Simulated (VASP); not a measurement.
Here is a VASP 6.6.1 calculation.

INCAR

```
PREC = Accurate
ENCUT = 520
EDIFF = 1E-7
ISMEAR = -1
SIGMA = 0.05
LREAL = F
LASPH = T
NELM = 150
ALGO = Normal
ISIF = 2
LWAVE = F
LCHARG = F
LNONCOLLINEAR = T
MAGMOM = 0 0 0 0 0 0
LORBIT = 11
LSORBIT = T
GGA_COMPAT = F
LORBMOM = T
GGA = CA
NBANDS = 30
```

The input KPOINTS:

```
Automatic mesh
0
Gamma
  8 8 8
```

The input POSCAR:

```
GaP
1.0
    0.0000000000      2.6696170428      2.6696170428
    2.6696170428      0.0000000000      2.6696170428
    2.6696170428      2.6696170428      0.0000000000
Ga P
1 1
Direct
    0.0000000000      0.0000000000      0.0000000000
    0.7500000000      0.7500000000      0.7500000000
```

Potentials or basis: VASP PAW LDA potentials, release 64 (Ga_d, P).

Command:

```bash
$ cat potpaw_LDA.64/Ga_d/POTCAR potpaw_LDA.64/P/POTCAR > POTCAR
$ mpirun -np 1 vasp_ncl > vasp.out
```

Task: What does it give for the net moment?

Result: 0.00 μB per cell.

Task: Estimate the pressure.

Result: 2.8 GPa.

Moments on the atoms (μB; x, y, z):
```
Ga  0.00 0.00 0.00
P   0.00 0.00 0.00
```
